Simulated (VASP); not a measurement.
PbF2: relaxation of cell and atoms with PBEsol

Crystal: PbF2.

```
Pb F
1.0
     0.00000    2.96366    2.96366
     2.96366    0.00000    2.96366
     2.96366    2.96366    0.00000
Pb F
1 2
Direct
  0.00000 0.00000 0.00000
  0.75000 0.75000 0.75000
  0.25000 0.25000 0.25000
```

- Program: VASP 6.6.1
- Task: relaxation of cell and atoms
- Functional: PBEsol
- Potentials or basis: VASP PAW PBE potentials, release 64 (Pb_d, F)
- Cutoff: 600 eV
- k mesh: 8 × 8 × 8
- Occupations: fermi-dirac, width 0.05 eV
- Spin: no spin polarisation
- Target pressure: 5 GPa
- Dipole correction: no
- Further INCAR settings: ALGO = Normal; EDIFF = 1e-07; IBRION = 2; EDIFFG = -0.005; NSW = 80; ISIF = 3

- Relaxed volume: 16.11 Å³/atom
- Relaxed cell: a = 4.088 Å, b = 4.088 Å, c = 4.088 Å, α = 60.00°, β = 60.00°, γ = 60.00°
- Space group after relaxing (to 0.1 Å): Fm-3m (No. 225)
- Energy change on relaxing (the run minimises the enthalpy): +12.7 meV/atom
- Ionic steps: 3
- Pressure after relaxing: 5.0 GPa
- Band gap on the k mesh: 4.27 eV (least direct gap 4.44 eV)

The path:
```csv
step,energy change (eV),largest force (eV/Å),pressure (GPa),volume (Å³)
1,0.0000,0.0000,-1.30,52.06
2,0.0871,0.0000,7.77,47.09
3,0.0380,0.0000,5.00,48.33
```

Final structure:
```cif
data_structure
_symmetry_space_group_name_H-M 'P 1'
_symmetry_Int_Tables_number 1
_cell_length_a 4.0885
_cell_length_b 4.0885
_cell_length_c 4.0885
_cell_angle_alpha 60.000
_cell_angle_beta 60.000
_cell_angle_gamma 60.000
_cell_volume 48.33
loop_
_atom_site_label
_atom_site_type_symbol
_atom_site_fract_x
_atom_site_fract_y
_atom_site_fract_z
_atom_site_occupancy
Pb1 Pb 0.00000 0.00000 0.00000 1
F1 F 0.75000 0.75000 0.75000 1
F2 F 0.25000 0.25000 0.25000 1
```

Levels at points of the mesh, in eV from the valence-band top:
| k point | band 12 | band 13 | band 14 | band 15 | band 16 | band 17 |
| --- | --- | --- | --- | --- | --- | --- |
| (0.00, 0.00, 0.00) | -2.48 | -2.48 | -2.48 | 6.71 | 6.71 | 6.71 |
| (0.50, 0.00, 0.00) | -2.64 | -2.64 | -0.07 | 4.89 | 7.80 | 7.80 |
| (0.50, 0.50, 0.00) | -1.98 | -1.98 | -0.16 | 4.27 | 8.08 | 8.08 |

Wall time 3.1 min on 1 thread of Intel Xeon 8259CL (shared host), peak memory 0.23 GiB.

Caveat: the cell is relaxed towards a set pressure, so the run minimises the enthalpy, not the energy; the PAW data sets were made with another functional, which shifts forces and pressure a little; spin-orbit coupling is left out, which moves the levels of the heavy elements. As with any semilocal functional, this PBEsol gap is likely too small.
